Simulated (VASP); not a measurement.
# Sr (I4/mmm) in VASP: further runs

The runs below take Sr through single point, with PBEsol.

Everything below comes from runs of VASP 6.6.1. Logs are shortened: lines on timing, memory, paths and dates and some standing lists are left out, and cuts for length are marked.

## 1. The cell of the first run

Symmetry: I4/mmm, No. 139, tetragonal system. Conventional cell: a = 4.087 Å, b = 4.087 Å, c = 6.085 Å, α = 90.00°, β = 90.00°, γ = 90.00°. Sr (site symmetry 4/mmm) has 12 Sr at 4.09 to 4.20 Å within 5.4 Å.

## 2. Single point, PBEsol (strain -0.050 along x and y, +0.000 along z)

INCAR reads:

```
PREC     = Accurate       # precision mode
ENCUT    = 520            # plane-wave cutoff, eV
EDIFF    = 1E-6           # SCF threshold, eV
ISMEAR   = 0              # smearing method
SIGMA    = 0.03           # smearing width, eV
LREAL    = False          # projectors in reciprocal space
LASPH    = True           # aspherical terms in the spheres
NELM     = 80             # most SCF steps
ALGO     = Fast           # electronic algorithm
ISIF     = 2              # what is computed and relaxed
LWAVE    = False          # write WAVECAR
LCHARG   = False          # write CHGCAR
GGA      = PS             # functional
NBANDS   = 11             # bands
```

KPOINTS reads:

```
Automatic mesh
0
Gamma
  10 10 10
```

POSCAR reads:

```
Sr
1.0
    0.0000000000      2.8902325000      3.0423500000
    2.8902325000      0.0000000000      3.0423500000
    2.8902325000      2.8902325000      0.0000000000
Sr
1
Direct
    0.0000000000      0.0000000000      0.0000000000
```

Potentials or basis: VASP PAW PBE potentials, release 64 (Sr_sv).

Launch:

```
$ cat potpaw_PBE.64/Sr_sv/POTCAR > POTCAR
$ mpirun -np 1 vasp_std > vasp.out
```

OUTCAR:

```text
PREC = Accurate
   ENCUT = 520
   EDIFF = 1E-6
   ISMEAR = 0
   LREAL = False
   LASPH = True
   NELM = 80
   ISIF = 2
   GGA = PS

 ion  position               nearest neighbor table
   1  0.000  0.000  0.000-

  LATTYP: Found a body centered tetragonal cell.
 ALAT       =     4.0874059999
 C/A-ratio  =     1.4886458551

  Lattice vectors:

 A1 = (  -2.8902325000,   0.0000000000,   3.0423500000)
 A2 = (   2.8902325000,   0.0000000000,   3.0423500000)
 A3 = (   0.0000000000,   2.8902325000,  -3.0423500000)

Analysis of symmetry for initial positions (statically):
=====================================================================
 Subroutine PRICEL returns:
 Original cell was already a primitive cell.

 Routine SETGRP: Setting up the symmetry group for a
 body centered tetragonal supercell.

 Subroutine GETGRP returns: Found 16 space group operations
 (whereof 16 operations were pure point group operations)
 out of a pool of 16 trial point group operations.

The static configuration has the point symmetry D_4h.

Analysis of symmetry for dynamics (positions and initial velocities):
=====================================================================
 Subroutine PRICEL returns:
 Original cell was already a primitive cell.

 Routine SETGRP: Setting up the symmetry group for a
 body centered tetragonal supercell.

 Subroutine GETGRP returns: Found 16 space group operations
 (whereof 16 operations were pure point group operations)
 out of a pool of 16 trial point group operations.

The dynamic configuration has the point symmetry D_4h.

 Subroutine INISYM returns: Found 16 space group operations
 (whereof 16 operations are pure point group operations),
 and found     1 'primitive' translations

----------------------------------------------------------------------------------------

                                     Primitive cell

  volume of cell :      50.8282

  direct lattice vectors                    reciprocal lattice vectors
     0.000000000  2.890232500  3.042350000    -0.172996463  0.172996463  0.164346640
     2.890232500  0.000000000  3.042350000     0.172996463 -0.172996463  0.164346640
     2.890232500  2.890232500  0.000000000     0.172996463  0.172996463 -0.164346640

  length of vectors
     4.196348106  4.196348106  4.087406000     0.294729317  0.294729317  0.294729317

  position of ions in fractional coordinates (direct lattice)
     0.000000000  0.000000000  0.000000000

  ion indices of the primitive-cell ions
   primitive index   ion index
                 1           1

----------------------------------------------------------------------------------------

 KPOINTS: Automatic mesh

Automatic generation of k-mesh.
 Grid dimensions read from file:
 generate k-points for:   10   10   10

 Generating k-lattice:

  Cartesian coordinates                     Fractional coordinates (reciprocal lattice)
    -0.017299646  0.017299646  0.016434664     0.100000000 -0.000000000  0.000000000
     0.017299646 -0.017299646  0.016434664    -0.000000000  0.100000000  0.000000000
     0.017299646  0.017299646 -0.016434664     0.000000000  0.000000000  0.100000000

  Length of vectors
     0.029472932  0.029472932  0.029472932

  Shift w.r.t. Gamma in fractional coordinates (k-lattice)
     0.000000000  0.000000000  0.000000000

 Subroutine IBZKPT returns following result:
 ===========================================

 Found    102 irreducible k-points:

 Following reciprocal coordinates:
            Coordinates               Weight
  0.000000  0.000000  0.000000      1.000000
  0.100000  0.000000  0.000000      8.000000
  0.200000  0.000000  0.000000      8.000000
  0.300000  0.000000  0.000000      8.000000
  0.400000 -0.000000  0.000000      8.000000
  0.500000  0.000000  0.000000      4.000000
[... 16 lines left out ...]
  0.300000  0.300000  0.000000      2.000000
  0.400000  0.300000  0.000000      8.000000
 [... further k-points ...]
   k-points           NKPTS =    102   k-points in BZ     NKDIM =    102   number of bands    NBANDS=     11
   number of dos      NEDOS =    301   number of ions     NIONS =      1
   total plane-waves  NPLWV =  30720
   dimension x,y,z NGX =    32 NGY =   32 NGZ =   30
   dimension x,y,z NGXF=    64 NGYF=   64 NGZF=   60
   ions per type =               1
   NGX,Y,Z   is equivalent  to a cutoff of  12.68, 12.68, 12.20 a.u.
   NGXF,Y,Z  is equivalent  to a cutoff of  25.35, 25.35, 24.40 a.u.
 SYSTEM =  unknown system
   PREC   = accura    normal or accurate (medium, high low for compatibility)
   ISTART =      0    job   : 0-new  1-cont  2-samecut
   ICHARG =      2    charge: 1-file 2-atom 10-const
   ISPIN  =      1    spin polarized calculation?
   LNONCOLLINEAR =      F non collinear calculations
   LSORBIT =      F    spin-orbit coupling
   LASPH  =      T    aspherical Exc in radial PAW
   ENCUT  =  520.0 eV  38.22 Ry    6.18 a.u.   7.80  7.80  7.60*2*pi/ulx,y,z
   NELM   =     80;   NELMIN=  2; NELMDL= -5     # of ELM steps
   EDIFF  = 0.1E-05   stopping-criterion for ELM
   LREAL  =      F    real-space projection
[... 7 lines left out ...]
   TEBEG  =    0.0;   TEEND  =   0.0 temperature during run
   PSTRESS=    0.0 pullay stress
   NELECT =      10.0000    total number of electrons
   NUPDOWN=      -1.0000    fix difference up-down
   EMIN   =  10.00;   EMAX   =-10.00  energy-range for DOS
   EFERMI =   0.00;   METHOD = LEGACY
   ISMEAR =     0;   SIGMA  =   0.03  broadening in eV -4-tet -1-fermi 0-gaus
   EFERMI_NEDOS =   21; number of points for ismear=-14 and -15
   IALGO  =     68    algorithm
   IMIX   =      4    mixing-type and parameters
     AMIX     =   0.40;   BMIX     =  1.00
     AMIX_MAG =   1.60;   BMIX_MAG =  1.00
  volume/ion in A,a.u.               =      50.83       343.01
  Fermi-wavevector in a.u.,A,eV,Ry     =   0.952153  1.799308 12.334970  0.906595
  Thomas-Fermi vector in A             =   2.080689
   LORBIT       =      0    0 simple, 1 ext, 2 COOP (PROOUT), +10 PAW based schemes
   GGA     = PS    functional components
   LHFCALC =     F    Hartree Fock is set to
   AEXX    =    0.0000 exact exchange contribution
   IVDW    =     0    specifies the selected vdW correction
   LEPSILON=     F    determine dielectric tensor
   LRPA    =     F    only Hartree local field effects (RPA)
 non-spin polarized calculation
 RMM-DIIS sequential band-by-band and
 Gauss-broadening in eV      SIGMA  =   0.03
  energy-cutoff  :      520.00
  volume of cell :       50.83
 maximum number of plane-waves:      1386
   NGX = 15   NGY = 15   NGZ = 15

 number of electron      10.0000000 magnetization

 Free energy of the ion-electron system (eV)
  ---------------------------------------------------
  ext. energy  EPLUGINS =         0.00000000
  ---------------------------------------------------
  free energy    TOTEN  =        -1.83768762 eV

  energy without entropy =       -1.83716530  energy(sigma->0) =       -1.83742646

 E-fermi :   1.7960     XC(G=0):  -7.6792

 val. band max:        1.7688336744   @ k =  -0.4000  -0.0000   0.3000
 cond. band min:       1.7968331267   @ k =  -0.3000   0.4000   0.2000
 fundamental gap:      0.0279994523
 Fermi energy:         1.7959647554

 k-point     1 :       0.0000    0.0000    0.0000
  band No.  band energies     occupation
      1     -34.6155      2.00000
      2     -16.5050      2.00000
      3     -16.4977      2.00000
      4     -16.4977      2.00000
      5      -2.0097      2.00000
      6       3.9972      0.00000
      7       4.2931      0.00000
      8       4.2931      0.00000
      9       5.5252      0.00000
     10       6.0241      0.00000
     11       9.1482      0.00000

 k-point     2 :       0.1000    0.0000    0.0000
  band No.  band energies     occupation
      1     -34.6135      2.00000
      2     -16.5264      2.00000
      3     -16.5067      2.00000
      4     -16.5002      2.00000
      5      -1.8356      2.00000
      6       3.8877      0.00000
      7       4.2112      0.00000
      8       4.3783      0.00000
      9       5.4450      0.00000
     10       5.8927      0.00000
     11       9.5834      0.00000

 k-point     3 :       0.2000    0.0000    0.0000
  band No.  band energies     occupation
      1     -34.6083      2.00000
      2     -16.5935      2.00000
      3     -16.5183      2.00000
      4     -16.5067      2.00000
      5      -1.3412      2.00000
      6       3.3608      0.00000
      7       4.2381      0.00000
      8       4.5220      0.00000
      9       5.4622      0.00000
     10       5.7383      0.00000
     11       9.3798      0.00000

 k-point     4 :       0.3000    0.0000    0.0000
  band No.  band energies     occupation
      1     -34.6019      2.00000
      2     -16.6750      2.00000
      3     -16.5320      2.00000
      4     -16.5147      2.00000
      5      -0.6142      2.00000
      6       2.7652      0.00000
      7       4.0938      0.00000
      8       4.4531      0.00000
      9       5.9234      0.00000
     10       5.9980      0.00000
     11       8.5650      0.00000
[... 239 lines left out ...]
 k-point    22 :      -0.2000    0.2000    0.0000
  band No.  band energies     occupation
      1     -34.5994      2.00000
      2     -16.6763      2.00000
      3     -16.5730      2.00000
      4     -16.5127      2.00000
      5      -0.2979      2.00000
      6       2.7368      0.00000
      7       3.5684      0.00000
      8       4.8812      0.00000
      9       5.2094      0.00000
     10       6.7372      0.00000
     11       8.9198      0.00000

 k-point    23 :       0.3000    0.3000    0.0000
  band No.  band energies     occupation
      1     -34.5997      2.00000
      2     -16.6657      2.00000
      3     -16.5504      2.00000
      4     -16.5504      2.00000
      5      -0.2954      2.00000
      6       2.6020      0.00000
      7       3.3317      0.00000
      8       5.4350      0.00000
      9       5.4350      0.00000
     10       6.6112      0.00000
     11      10.3193      0.00000

 k-point    24 :       0.4000    0.3000    0.0000
  band No.  band energies     occupation
      1     -34.5959      2.00000
      2     -16.6980      2.00000
      3     -16.5713      2.00000
      4     -16.5590      2.00000
      5       0.2673      2.00000
      6       2.4056      0.00000
      7       2.9784      0.00000
      8       5.6039      0.00000
      9       5.9552      0.00000
     10       6.8794      0.00000
     11       8.6538      0.00000

 [... further k-points ...]

------------------------ aborting loop because EDIFF is reached ----------------------------------------

  FORCE on cell =-STRESS in cart. coord.  units (eV):
  Direction    XX          YY          ZZ          XY          YZ          ZX
  --------------------------------------------------------------------------------------
  -------------------------------------------------------------------------------------
  Total        0.0922869      0.0922869      0.0125202      0.0000000      0.0000000      0.0000000
  in kB        2.9090162      2.9090162      0.3946532      0.0000000      0.0000000      0.0000000
  external PRESSURE =       2.0708952 kB  Pullay stress =       0.0000000 kB

 VOLUME and BASIS-vectors are now :
 -----------------------------------------------------------------------------
  energy-cutoff  :      520.00
  volume of cell :       50.83
      direct lattice vectors                 reciprocal lattice vectors
     0.000000000  2.890232500  3.042350000    -0.172996463  0.172996463  0.164346640
     2.890232500  0.000000000  3.042350000     0.172996463 -0.172996463  0.164346640
     2.890232500  2.890232500  0.000000000     0.172996463  0.172996463 -0.164346640

 POSITION                                       TOTAL-FORCE (eV/Angst)
 -----------------------------------------------------------------------------------
      0.00000      0.00000      0.00000         0.000000     -0.000000      0.000000
 -----------------------------------------------------------------------------------
    total drift:                               -0.000000     -0.000000      0.000000

  FREE ENERGIE OF THE ION-ELECTRON SYSTEM (eV)
  ---------------------------------------------------
  free  energy   TOTEN  =        -1.8376876216 eV

  energy  without entropy=       -1.8371652989  energy(sigma->0) =       -1.83742646
```

Run time: 26 s. Hardware: 1 thread of Intel Xeon 6975P-C (Granite Rapids), shared host; peak memory 0.2 GiB.

What came out:

```
Free energy            : -1.8377 eV
Pressure               : 0.2 GPa
Band gap on the k mesh : zero (bands 5 and 6 overlap by 0.04 eV)
```

Caveat: the cell differs from its parent crystal (strain -0.050 along x and y, +0.000 along z); the PAW data sets were made with another functional, which shifts forces and pressure a little.

## 3. Single point, PBEsol (strain -0.025 along x and y, -0.050 along z)

INCAR reads:

```
PREC = Accurate
ENCUT = 520
EDIFF = 1E-6
ISMEAR = 0
SIGMA = 0.03
LREAL = F
LASPH = T
NELM = 100
ALGO = Normal
ISIF = 2
LWAVE = F
LCHARG = T
GGA = PS
LELF = T
LVHAR = T
NBANDS = 11
```

KPOINTS reads:

```
regular mesh
0
Gamma
  10 10 10
```

POSCAR reads:

```
Sr
1.0
    0.0000000000      2.9662912500      2.8902325000
    2.9662912500      0.0000000000      2.8902325000
    2.9662912500      2.9662912500      0.0000000000
Sr
1
Direct
    0.0000000000      0.0000000000      0.0000000000
```

Potentials or basis: VASP PAW PBE potentials, release 64 (Sr_sv).

Launch:

```
$ cat potpaw_PBE.64/Sr_sv/POTCAR > POTCAR
$ mpirun -np 1 vasp_std > vasp.out
```

Wall time 20 s (1 thread of Intel Xeon 6975P-C (Granite Rapids), shared host); peak memory 0.21 GiB.

Results (log left out):

* Free energy: -1.8384 eV
* Pressure: 0.2 GPa
* Band gap on the k mesh: zero (bands 5 and 6 overlap by 0.04 eV)

Levels at points of the mesh, in eV from the Fermi level:
```csv
k point,band 1,band 2,band 3,band 4,band 5,band 6,band 7,band 8,band 9,band 10
"(0.00, 0.00, 0.00)",-36.41,-18.30,-18.30,-18.29,-3.80,2.34,2.34,2.49,3.87,4.11
"(0.50, 0.00, 0.00)",-36.39,-18.56,-18.34,-18.33,-1.21,0.16,2.12,2.31,5.09,5.20
"(0.50, 0.50, 0.00)",-36.38,-18.54,-18.40,-18.40,-0.72,0.20,1.38,5.14,5.48,5.48
"(0.50, 0.00, 0.50)",-36.38,-18.54,-18.39,-18.38,-0.78,0.26,1.14,5.14,5.39,5.56
```

Caveat: the cell differs from its parent crystal (strain -0.025 along x and y, -0.050 along z); the PAW data sets were made with another functional, which shifts forces and pressure a little.
